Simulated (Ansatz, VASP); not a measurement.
**Se: VASP beside Ansatz**

Contents of INCAR:

```
PREC     = Accurate       # precision mode
ENCUT    = 520            # plane-wave cutoff, eV
EDIFF    = 1E-7           # SCF threshold, eV
ISMEAR   = -1             # smearing method
SIGMA    = 0.01           # smearing width, eV
LREAL    = F              # projectors in reciprocal space
LASPH    = T              # aspherical terms in the spheres
NELM     = 100            # most SCF steps
ALGO     = Normal         # electronic algorithm
ISIF     = 2              # what is computed and relaxed
LWAVE    = F              # write WAVECAR
LCHARG   = F              # write CHGCAR
GGA      = PS             # functional
NBANDS   = 27             # bands
```

Contents of KPOINTS:

```
Automatic mesh
0
Gamma
  6 6 6
```

File POSCAR:

```
Se
1.0
    5.6809998619      3.2799267995      1.4320401000
   -5.6809998619      3.2799267995      1.4320401000
    0.0000000000     -6.5598535991      1.4320401000
Se
6
Direct
    0.2806600000      0.1625100000      0.9181800000
    0.9181800000      0.2806600000      0.1625100000
    0.1625100000      0.9181800000      0.2806600000
    0.7193400000      0.8374900000      0.0818200000
    0.0818200000      0.7193400000      0.8374900000
    0.8374900000      0.0818200000      0.7193400000
```

Input for Ansatz:

```yaml
crystal:
  lattice:
    - [5.6809998619, 3.2799267995, 1.4320401]
    - [-5.6809998619, 3.2799267995, 1.4320401]
    - [0.0, -6.5598535991, 1.4320401]
  atoms:
    - { symbol: Se, position: [0.28066, 0.16251, 0.91818] }
    - { symbol: Se, position: [0.91818, 0.28066, 0.16251] }
    - { symbol: Se, position: [0.16251, 0.91818, 0.28066] }
    - { symbol: Se, position: [0.71934, 0.83749, 0.08182] }
    - { symbol: Se, position: [0.08182, 0.71934, 0.83749] }
    - { symbol: Se, position: [0.83749, 0.08182, 0.71934] }
kpoints:
  mp_grid: { grid: [6, 6, 6] }
  band_path:
    path:
      - [0.0, 0.0, 0.0]
      - [0.5, 0.0, 0.0]
      - [0.5, -0.5, 0.5]
      - [0.1984376609, -0.8015623391, 0.1984376609]
      - [0.1984376609, 0.1984376609, 0.1984376609]
      - [0.0, 0.0, 0.0]
      - [0.5, -0.5, 0.0]
    npoints: 5
scf:
  occupations: { method: fermi_dirac, width: 0.01 }
hamiltonian:
  xc: pbesol
  pseudopotentials: { kind: all_electron, lapw: { basis_error: 0.001 } }
output:
  forces: true
  stress: true
  eigenvalues: true
```

Change from the starting cell: zz strain of -3 %.

Alike in both runs: task single point; functional PBEsol; k mesh 6 × 6 × 6; occupations fermi-dirac, width 0.01 eV; no spin polarisation.

|  | VASP | Ansatz |
| --- | --- | --- |
| version | VASP 6.6.1 | Ansatz 0.2.0 |
| potentials or method | VASP PAW PBE potentials, release 64 (Se), cutoff 520 eV | all-electron LAPW, scalar-relativistic |

VASP gave:

```
gap on the k mesh at the Fermi level (eV)                     : 0.99
pressure (GPa)                                                : 1.4
traceless stress, the component that is largest in VASP (GPa) : 0.04
rms of the force components (eV/Å)                            : 0.350
```

Question: Estimate Ansatz's values.

Answer: gap on the k mesh at the Fermi level (eV): 1.00; pressure (GPa): 1.2; traceless stress, the component that is largest in VASP (GPa): 0.13; rms of the force components (eV/Å): 0.316.

VASP's potentials were made for PBE, not for PBEsol. Atom by atom the forces differ by 0.035 eV/Å (rms over components). Ansatz ran all-electron here, and VASP with PAW potentials.
